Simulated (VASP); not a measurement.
# TaN (P6_3/mmc) in VASP: a series of runs, part 2 of 2

VASP 6.6.1. The steps go on from the part before.

## (3) Electric field gradients, PBEsol (equal xx and yy strain of +1 %)

Contents of INCAR:

```
SYSTEM = TaN
PREC = Accurate
ENCUT = 520
EDIFF = 1E-8
ISMEAR = -1
SIGMA = 0.01
LREAL = .FALSE.
LASPH = .TRUE.
NELM = 60
ALGO = Normal
ISIF = 2
LWAVE = .FALSE.
LCHARG = .FALSE.
GGA = PS
LEFG = .TRUE.
NBANDS = 24
```

Contents of KPOINTS:

```
regular mesh
0
G
  11 11 6
  0 0 0
```

Contents of POSCAR:

```
TaN
1.0
    3.0784819984      0.0000000000      0.0000000000
   -1.5392409992      2.6660436156      0.0000000000
    0.0000000000      0.0000000000      4.9180000000
Ta N
2 2
Direct
    0.0000000000      0.0000000000      0.0000000000
    0.0000000000      0.0000000000      0.5000000000
    0.3333333333      0.6666666667      0.2500000000
    0.6666666667      0.3333333333      0.7500000000
```

Potentials or basis: VASP PAW PBE potentials, release 64 (Ta_pv, N).

The run is started by

```bash
$ cat potpaw_PBE.64/Ta_pv/POTCAR potpaw_PBE.64/N/POTCAR > POTCAR
$ mpirun -np 1 vasp_std > vasp.out
```

OUTCAR:

```text
SYSTEM = TaN
   PREC = Accurate
   ENCUT = 520
   EDIFF = 1E-8
   ISMEAR = -1
   LREAL = .FALSE.
   LASPH = .TRUE.
   NELM = 60
   ISIF = 2
   GGA = PS

 ion  position               nearest neighbor table
   1  0.000  0.000  0.000-   3 2.16   4 2.16   3 2.16   4 2.16   4 2.16   3 2.16   2 2.46   2 2.46

   2  0.000  0.000  0.500-   3 2.16   4 2.16   3 2.16   4 2.16   4 2.16   3 2.16   1 2.46   1 2.46

   3  0.333  0.667  0.250-   1 2.16   2 2.16   1 2.16   2 2.16   1 2.16   2 2.16
   4  0.667  0.333  0.750-   1 2.16   2 2.16   1 2.16   2 2.16   1 2.16   2 2.16

  LATTYP: Found a hexagonal cell.
 ALAT       =     3.0784819984
 C/A-ratio  =     1.5975406069

  Lattice vectors:

 A1 = (   3.0784819984,   0.0000000000,   0.0000000000)
 A2 = (  -1.5392409992,   2.6660436156,   0.0000000000)
 A3 = (   0.0000000000,   0.0000000000,   4.9180000000)

Analysis of symmetry for initial positions (statically):
[... 857 lines left out ...]
      0.00000      0.00000      0.00000        -0.000000      0.000000      0.000000
      0.00000      0.00000      2.45900        -0.000000      0.000000      0.000000
     -0.00000      1.77736      1.22950        -0.000000      0.000000     -0.000000
      1.53924      0.88868      3.68850         0.000000     -0.000000      0.000000
 -----------------------------------------------------------------------------------
    total drift:                               -0.000000      0.000000      0.000000

  FREE ENERGIE OF THE ION-ELECTRON SYSTEM (eV)
  ---------------------------------------------------
  free  energy   TOTEN  =       -44.4059496556 eV

  energy  without entropy=      -44.4054071340  energy(sigma->0) =      -44.40567839

 Electric field gradients (V/A^2)
---------------------------------------------------------------------
 ion       V_xx      V_yy      V_zz      V_xy      V_xz      V_yz
---------------------------------------------------------------------
   1      82.709    82.709  -165.418    -0.000    -0.000     0.000
   2      82.709    82.709  -165.418    -0.000     0.000    -0.000
   3      -3.060    -3.060     6.120     0.000     0.000    -0.000
   4      -3.060    -3.060     6.120     0.000     0.000     0.000
---------------------------------------------------------------------

 Electric field gradients after diagonalization (V/A^2)
 (convention: |V_zz| > |V_xx| > |V_yy|)
----------------------------------------------------------------------
 ion       V_xx      V_yy      V_zz     asymmetry (V_yy - V_xx)/ V_zz
----------------------------------------------------------------------
   1      82.709    82.708  -165.418       0.000
   2      82.709    82.708  -165.418       0.000
   3      -3.060    -3.060     6.120       0.000
   4      -3.060    -3.060     6.120       0.000
----------------------------------------------------------------------

           NMR quadrupolar parameters

 Cq : quadrupolar parameter    Cq=e*Q*V_zz/h
 eta: asymmetry parameters     (V_yy - V_xx)/ V_zz
 Q  : nuclear electric quadrupole moment in mb (millibarn)
----------------------------------------------------------------------
 ion       Cq(MHz)       eta       Q (mb)
----------------------------------------------------------------------
   1      -0.400       0.000       1.000
   2      -0.400       0.000       1.000
   3       0.015       0.000       1.000
   4       0.015       0.000       1.000
----------------------------------------------------------------------
```

stdout:

```text
POSCAR found type information on POSCAR TaN
 POSCAR found :  2 types and       4 ions
 scaLAPACK will be used
 -----------------------------------------------------------------------------
|                                                                             |
|                                                                             |
|     You enforced a specific xc type in the INCAR file but a different       |
|     I HOPE YOU KNOW WHAT YOU ARE DOING!                                     |
|                                                                             |
 -----------------------------------------------------------------------------

 LDA part: xc-table for (Slater+PW92), standard interpolation
 POSCAR, INCAR and KPOINTS ok, starting setup
 FFT: planning ... GRIDC
 FFT: planning ... GRID_SOFT
 FFT: planning ... GRID
 WAVECAR not read
 entering main loop
ion   1

ion   2

ion   3

ion   4
```

Wall time 25 s (1 thread of Intel Xeon 6975P-C (Granite Rapids), shared host); peak memory 0.19 GiB.

Results:

| Item | Value |
| --- | --- |
| Free energy | -44.4059 eV |
| Pressure | 41.0 GPa |
| Band gap on the k mesh | zero (band 16 reaches 10.20 eV, above the bottom of band 17 at 7.58 eV) |

Stress tensor (GPa, compression positive):
```
13.91  0.00  0.00
 0.00 13.91  0.00
 0.00  0.00 95.20
```

Electric field gradients, principal values (V/Å²):
| atom | least | middle | greatest (by size) |
| --- | --- | --- | --- |
| 1 Ta | 82.708 | 82.709 | -165.418 |
| 2 Ta | 82.708 | 82.709 | -165.418 |
| 3 N | -3.060 | -3.060 | 6.120 |
| 4 N | -3.060 | -3.060 | 6.120 |

Caveat: the cell differs from its parent crystal (equal xx and yy strain of +1 %); without QUAD_EFG the Cq values of the log hold for a quadrupole moment of 1 mb, not for the nuclei; the PAW data sets were made with another functional, which shifts forces and pressure a little; spin-orbit coupling is left out, which moves the levels of the heavy elements.

## (4) Electric field gradients, PBEsol (equal xx and yy strain of +2 %)

Contents of INCAR:

```
ALGO = Normal
EDIFF = 1E-8
ENCUT = 520
GGA = PS
ISIF = 2
ISMEAR = -1
LASPH = True
LCHARG = False
LEFG = True
LREAL = False
LWAVE = False
NBANDS = 24
NELM = 100
PREC = Accurate
SIGMA = 0.01
```

Contents of KPOINTS:

```
k-points
0
Gamma
  11 11 6
```

POSCAR: that of step 3 with these lines changed.

```diff
@@ -2,4 +2,4 @@
 1.0
-    3.0784819984      0.0000000000      0.0000000000
-   -1.5392409992      2.6660436156      0.0000000000
+    3.1089620182      0.0000000000      0.0000000000
+   -1.5544810091      2.6924400871      0.0000000000
     0.0000000000      0.0000000000      4.9180000000
```

Potentials or basis: VASP PAW PBE potentials, release 64 (Ta_pv, N).

The run is started by

```bash
$ cat potpaw_PBE.64/Ta_pv/POTCAR potpaw_PBE.64/N/POTCAR > POTCAR
$ mpirun -np 1 vasp_std > vasp.out
```

OUTCAR:

```text
EDIFF = 1E-8
   ENCUT = 520
   GGA = PS
   ISIF = 2
   ISMEAR = -1
   LASPH = True
   LREAL = False
   NELM = 100
   PREC = Accurate

 ion  position               nearest neighbor table
   1  0.000  0.000  0.000-   3 2.18   4 2.18   3 2.18   4 2.18   4 2.18   3 2.18   2 2.46   2 2.46

   2  0.000  0.000  0.500-   3 2.18   4 2.18   3 2.18   4 2.18   4 2.18   3 2.18   1 2.46   1 2.46

   3  0.333  0.667  0.250-   1 2.18   2 2.18   1 2.18   2 2.18   1 2.18   2 2.18
   4  0.667  0.333  0.750-   1 2.18   2 2.18   1 2.18   2 2.18   1 2.18   2 2.18

  LATTYP: Found a hexagonal cell.
 ALAT       =     3.1089620182
 C/A-ratio  =     1.5818784441

  Lattice vectors:

 A1 = (   3.1089620182,   0.0000000000,   0.0000000000)
 A2 = (  -1.5544810091,   2.6924400871,   0.0000000000)
 A3 = (   0.0000000000,   0.0000000000,   4.9180000000)

Analysis of symmetry for initial positions (statically):
=====================================================================
 Subroutine PRICEL returns:
 Original cell was already a primitive cell.

 Routine SETGRP: Setting up the symmetry group for a
 hexagonal supercell.

 Subroutine GETGRP returns: Found 24 space group operations
 (whereof 12 operations were pure point group operations)
 out of a pool of 24 trial point group operations.

The static configuration has the point symmetry D_3d.
 The point group associated with its full space group is D_6h.

Analysis of symmetry for dynamics (positions and initial velocities):
=====================================================================
 Subroutine PRICEL returns:
[... 173 lines left out ...]
      3     -26.0967      2.00000
      4     -25.7218      2.00000
      5     -25.7218      2.00000
      6     -24.8383      2.00000
[... 637 lines left out ...]
     23      15.2749      0.00000
     24      15.7261      0.00000

 [... further k-points ...]
[... 5 lines left out ...]
  --------------------------------------------------------------------------------------
  -------------------------------------------------------------------------------------
  Total        1.5109219      1.5109219     22.3219287      0.0000000      0.0000000      0.0000000
  in kB       58.8034223     58.8034222    868.7449824      0.0000000      0.0000000      0.0000000
  external PRESSURE =     328.7839423 kB  Pullay stress =       0.0000000 kB

 VOLUME and BASIS-vectors are now :
 -----------------------------------------------------------------------------
  energy-cutoff  :      520.00
  volume of cell :       41.17
      direct lattice vectors                 reciprocal lattice vectors
     3.108962018  0.000000000  0.000000000     0.321650761  0.185705154  0.000000000
    -1.554481009  2.692440087  0.000000000     0.000000000  0.371410307  0.000000000
     0.000000000  0.000000000  4.918000000     0.000000000  0.000000000  0.203334689

 POSITION                                       TOTAL-FORCE (eV/Angst)
 -----------------------------------------------------------------------------------
      0.00000      0.00000      0.00000        -0.000000      0.000000      0.000000
      0.00000      0.00000      2.45900        -0.000000      0.000000      0.000000
     -0.00000      1.79496      1.22950        -0.000000     -0.000000      0.000000
      1.55448      0.89748      3.68850         0.000000      0.000000     -0.000000
 -----------------------------------------------------------------------------------
    total drift:                               -0.000000      0.000000      0.000000

  FREE ENERGIE OF THE ION-ELECTRON SYSTEM (eV)
  ---------------------------------------------------
  free  energy   TOTEN  =       -44.4560738965 eV

  energy  without entropy=      -44.4557632964  energy(sigma->0) =      -44.45591860

 Electric field gradients (V/A^2)
---------------------------------------------------------------------
 ion       V_xx      V_yy      V_zz      V_xy      V_xz      V_yz
---------------------------------------------------------------------
   1      82.073    82.073  -164.146    -0.000    -0.000     0.000
   2      82.073    82.073  -164.146    -0.000     0.000    -0.000
   3      -2.956    -2.956     5.912    -0.000     0.000     0.000
   4      -2.956    -2.956     5.912    -0.000     0.000     0.000
---------------------------------------------------------------------

 Electric field gradients after diagonalization (V/A^2)
 (convention: |V_zz| > |V_xx| > |V_yy|)
----------------------------------------------------------------------
 ion       V_xx      V_yy      V_zz     asymmetry (V_yy - V_xx)/ V_zz
----------------------------------------------------------------------
   1      82.073    82.073  -164.146       0.000
   2      82.073    82.073  -164.146       0.000
   3      -2.956    -2.956     5.912       0.000
   4      -2.956    -2.956     5.912       0.000
----------------------------------------------------------------------

           NMR quadrupolar parameters

 Cq : quadrupolar parameter    Cq=e*Q*V_zz/h
 eta: asymmetry parameters     (V_yy - V_xx)/ V_zz
 Q  : nuclear electric quadrupole moment in mb (millibarn)
----------------------------------------------------------------------
 ion       Cq(MHz)       eta       Q (mb)
----------------------------------------------------------------------
   1      -0.397       0.000       1.000
   2      -0.397       0.000       1.000
   3       0.014       0.000       1.000
   4       0.014       0.000       1.000
----------------------------------------------------------------------
```

OSZICAR:

```text
N       E                     dE             d eps       ncg     rms          rms(c)
DAV:   1     0.270697674472E+03    0.27070E+03   -0.17268E+04  3072   0.141E+03
DAV:   2    -0.357889905806E+02   -0.30649E+03   -0.29143E+03  3728   0.413E+02
DAV:   3    -0.491461531116E+02   -0.13357E+02   -0.13086E+02  3864   0.843E+01
DAV:   4    -0.493001329329E+02   -0.15398E+00   -0.15361E+00  3416   0.929E+00
DAV:   5    -0.493023126463E+02   -0.21797E-02   -0.21783E-02  4000   0.897E-01    0.381E+01
DAV:   6    -0.447154891112E+02    0.45868E+01   -0.17716E+01  3688   0.287E+01    0.174E+01
DAV:   7    -0.445170863599E+02    0.19840E+00   -0.10447E+00  3440   0.746E+00    0.104E+01
DAV:   8    -0.444611254204E+02    0.55961E-01   -0.14886E-01  3648   0.297E+00    0.125E+00
DAV:   9    -0.444563287398E+02    0.47967E-02   -0.15143E-02  3616   0.783E-01    0.417E-01
DAV:  10    -0.444561523121E+02    0.17643E-03   -0.16584E-03  3696   0.350E-01    0.968E-02
DAV:  11    -0.444560741071E+02    0.78205E-04   -0.21413E-04  3656   0.121E-01    0.136E-02
DAV:  12    -0.444560745189E+02   -0.41181E-06   -0.71698E-06  3760   0.209E-02    0.504E-03
DAV:  13    -0.444560739484E+02    0.57052E-06   -0.27800E-07  3720   0.345E-03    0.315E-03
DAV:  14    -0.444560739058E+02    0.42586E-07   -0.22550E-08  3064   0.124E-03    0.876E-04
DAV:  15    -0.444560738890E+02    0.16777E-07   -0.58788E-09  2072   0.509E-04    0.331E-04
DAV:  16    -0.444560738965E+02   -0.75142E-08   -0.16376E-09  1784   0.288E-04
   1 F= -.44456074E+02 E0= -.44455919E+02  d E =-.310600E-03
```

Wall time 26 s (1 thread of Intel Xeon 6975P-C (Granite Rapids), shared host); peak memory 0.19 GiB.

Results:

```yaml
Free_energy: -44.4561 eV
Pressure: 32.9 GPa
Band_gap_on_the_k_mesh: zero (band 16 reaches 9.99 eV, above the bottom of band 17 at 7.32 eV)
```

Stress tensor (GPa, compression positive):
```
 5.88  0.00  0.00
 0.00  5.88  0.00
 0.00  0.00 86.87
```

Electric field gradients, principal values (V/Å²):
| atom | least | middle | greatest (by size) |
| --- | --- | --- | --- |
| 1 Ta | 82.073 | 82.073 | -164.146 |
| 2 Ta | 82.073 | 82.073 | -164.146 |
| 3 N | -2.956 | -2.956 | 5.912 |
| 4 N | -2.956 | -2.956 | 5.912 |

Caveat: the cell differs from its parent crystal (equal xx and yy strain of +2 %); without QUAD_EFG the Cq values of the log hold for a quadrupole moment of 1 mb, not for the nuclei; the PAW data sets were made with another functional, which shifts forces and pressure a little; spin-orbit coupling is left out, which moves the levels of the heavy elements.

## (5) Electric field gradients, PBEsol (equal xx and yy strain of +2 %)

Contents of INCAR:

```
SYSTEM = TaN
PREC = Accurate
ENCUT = 520
EDIFF = 1E-8
ISMEAR = -1
SIGMA = 0.01
LREAL = .FALSE.
LASPH = .TRUE.
NELM = 80
ALGO = Normal
ISIF = 2
LWAVE = .FALSE.
LCHARG = .FALSE.
GGA = PS
LEFG = .TRUE.
NBANDS = 24
```

Contents of KPOINTS:

```
Automatic mesh
0
G
  11 11 6
  0 0 0
```

POSCAR is that of step 4.

Potentials or basis: VASP PAW PBE potentials, release 64 (Ta_pv, N).

The run is started by

```bash
$ cat potpaw_PBE.64/Ta_pv/POTCAR potpaw_PBE.64/N/POTCAR > POTCAR
$ mpirun -np 1 vasp_std > vasp.out
```

OUTCAR:

```text
SYSTEM = TaN
   PREC = Accurate
   ENCUT = 520
   EDIFF = 1E-8
   ISMEAR = -1
   LREAL = .FALSE.
   LASPH = .TRUE.
   NELM = 80
   ISIF = 2
   GGA = PS

 ion  position               nearest neighbor table
   1  0.000  0.000  0.000-   3 2.18   4 2.18   3 2.18   4 2.18   4 2.18   3 2.18   2 2.46   2 2.46

   2  0.000  0.000  0.500-   3 2.18   4 2.18   3 2.18   4 2.18   4 2.18   3 2.18   1 2.46   1 2.46

   3  0.333  0.667  0.250-   1 2.18   2 2.18   1 2.18   2 2.18   1 2.18   2 2.18
   4  0.667  0.333  0.750-   1 2.18   2 2.18   1 2.18   2 2.18   1 2.18   2 2.18

  LATTYP: Found a hexagonal cell.
[... 882 lines left out ...]
 ion       V_xx      V_yy      V_zz      V_xy      V_xz      V_yz
---------------------------------------------------------------------
   1      82.073    82.073  -164.146    -0.000    -0.000     0.000
   2      82.073    82.073  -164.146    -0.000     0.000    -0.000
   3      -2.956    -2.956     5.912    -0.000     0.000     0.000
   4      -2.956    -2.956     5.912    -0.000     0.000     0.000
---------------------------------------------------------------------

 Electric field gradients after diagonalization (V/A^2)
 (convention: |V_zz| > |V_xx| > |V_yy|)
----------------------------------------------------------------------
 ion       V_xx      V_yy      V_zz     asymmetry (V_yy - V_xx)/ V_zz
----------------------------------------------------------------------
   1      82.073    82.073  -164.146       0.000
   2      82.073    82.073  -164.146       0.000
   3      -2.956    -2.956     5.912       0.000
   4      -2.956    -2.956     5.912       0.000
----------------------------------------------------------------------

           NMR quadrupolar parameters

 Cq : quadrupolar parameter    Cq=e*Q*V_zz/h
 eta: asymmetry parameters     (V_yy - V_xx)/ V_zz
 Q  : nuclear electric quadrupole moment in mb (millibarn)
----------------------------------------------------------------------
 ion       Cq(MHz)       eta       Q (mb)
----------------------------------------------------------------------
   1      -0.397       0.000       1.000
   2      -0.397       0.000       1.000
   3       0.014       0.000       1.000
   4       0.014       0.000       1.000
----------------------------------------------------------------------
```

stdout:

```text
POSCAR found type information on POSCAR TaN
 POSCAR found :  2 types and       4 ions
 scaLAPACK will be used
 -----------------------------------------------------------------------------
|                                                                             |
|                                                                             |
|     You enforced a specific xc type in the INCAR file but a different       |
|     I HOPE YOU KNOW WHAT YOU ARE DOING!                                     |
|                                                                             |
 -----------------------------------------------------------------------------

 LDA part: xc-table for (Slater+PW92), standard interpolation
 POSCAR, INCAR and KPOINTS ok, starting setup
 FFT: planning ... GRIDC
 FFT: planning ... GRID_SOFT
 FFT: planning ... GRID
 WAVECAR not read
 entering main loop
ion   1

ion   2

ion   3

ion   4
```

Wall time 24 s (1 thread of Intel Xeon 6975P-C (Granite Rapids), shared host); peak memory 0.19 GiB.

Results:

* Free energy: -44.4561 eV
* Pressure: 32.9 GPa
* Band gap on the k mesh: zero (band 16 reaches 9.99 eV, above the bottom of band 17 at 7.32 eV)

Stress tensor (GPa, compression positive):
```
 5.88  0.00  0.00
 0.00  5.88  0.00
 0.00  0.00 86.87
```

Levels at points of the mesh, in eV from the Fermi level:
```
           k point  band 13  band 14  band 15  band 16  band 17  band 18  band 19  band 20
(0.00, 0.00, 0.00)    -3.55    -3.55    -3.44    -1.97    -1.97    -0.58    -0.58     2.45
(0.00, 0.00, 0.50)    -6.26    -6.26    -0.07    -0.07    -0.07    -0.07     0.08     0.08
```

Electric field gradients, principal values (V/Å²):
```
atom   least  middle  greatest (by size)
1 Ta  82.073  82.073            -164.146
2 Ta  82.073  82.073            -164.146
 3 N  -2.956  -2.956               5.912
 4 N  -2.956  -2.956               5.912
```

Caveat: the cell differs from its parent crystal (equal xx and yy strain of +2 %); without QUAD_EFG the Cq values of the log hold for a quadrupole moment of 1 mb, not for the nuclei; the PAW data sets were made with another functional, which shifts forces and pressure a little; spin-orbit coupling is left out, which moves the levels of the heavy elements.
